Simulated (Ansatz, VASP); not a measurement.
Two plane-wave programs on Ge

```xyz
2
Lattice="0.0000 2.8476 2.8476 2.8476 0.0000 2.8476 2.8476 2.8476 0.0000" Properties=species:S:1:pos:R:3 pbc="T T T"
Ge    4.2715    4.2715    4.2715
Ge    2.8476    2.8476    2.8476
```

Alike in both runs: task single point; functional r2SCAN; k mesh 8 × 8 × 8; occupations fermi-dirac, width 0.05 eV; no spin polarisation.

|  | VASP | Ansatz |
| --- | --- | --- |
| version | VASP 6.6.1 | Ansatz 0.2.0 |
| potentials or method | VASP PAW PBE potentials, release 64 (Ge_d) | Ansatz PAW |
| plane-wave cutoff (eV) | 520 | 500 |
| valence electrons in the cell | 28 | 28 |

```csv
,VASP,Ansatz,Ansatz less VASP
gap on the k mesh at the Fermi level (eV),0.21,0.25,+0.038
least direct gap on the mesh (eV),0.21,0.25,+0.038
pressure (GPa),-0.7,-0.8,-0.06
```

VASP's potentials were made for PBE, not for r2SCAN.
